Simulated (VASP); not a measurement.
A run of VASP 6.6.1 is set up as follows.

INCAR

```
PREC = Accurate ; ENCUT = 700
EDIFF = 1E-6 ; ISMEAR = 0
SIGMA = 0.05 ; LREAL = F
LASPH = T ; NELM = 200
ALGO = Normal ; ISIF = 2
LWAVE = F ; LCHARG = T
ISPIN = 2 ; MAGMOM = 2.77 2.77 0.02 0.02
LORBIT = 11 ; NUPDOWN = 5.4
LMAXMIX = 4 ; LDAU = T
LDAUTYPE = 2 ; LDAUL = 2 -1
LDAUU = 8 0 ; LDAUJ = 0 0
LDAUPRINT = 1 ; GGA = PE
LELF = T ; LVHAR = T
NBANDS = 35 ; GGA_COMPAT = F
```

Contents of KPOINTS:

```
Automatic mesh
0
Gamma
  8 8 8
```

Contents of POSCAR:

```
CoO
1.0
   -1.5080004400      1.5080004400      2.1072503600
    1.5080004400     -1.5080004400      2.1072503600
    3.0160008800      3.0160008800     -4.2145007200
Co O
2 2
Direct
    0.0000000000      0.0000000000      0.0000000000
    0.0000000000      0.0000000000      0.5000000000
    0.5000000000      0.5000000000      0.0000000000
    0.5000000000      0.5000000000      0.5000000000
```

Potentials or basis: VASP PAW PBE potentials, release 64 (Co_sv, O).

The run is started by

```console
$ cat potpaw_PBE.64/Co_sv/POTCAR potpaw_PBE.64/O/POTCAR > POTCAR
$ mpirun -np 1 vasp_std > vasp.out
```

(1) Predict the pressure.

Results:

(1) 6.4 GPa.

Caveat: the cell stands under pressure; the total moment is fixed, so each spin has its own Fermi level and the state may be an excited one.
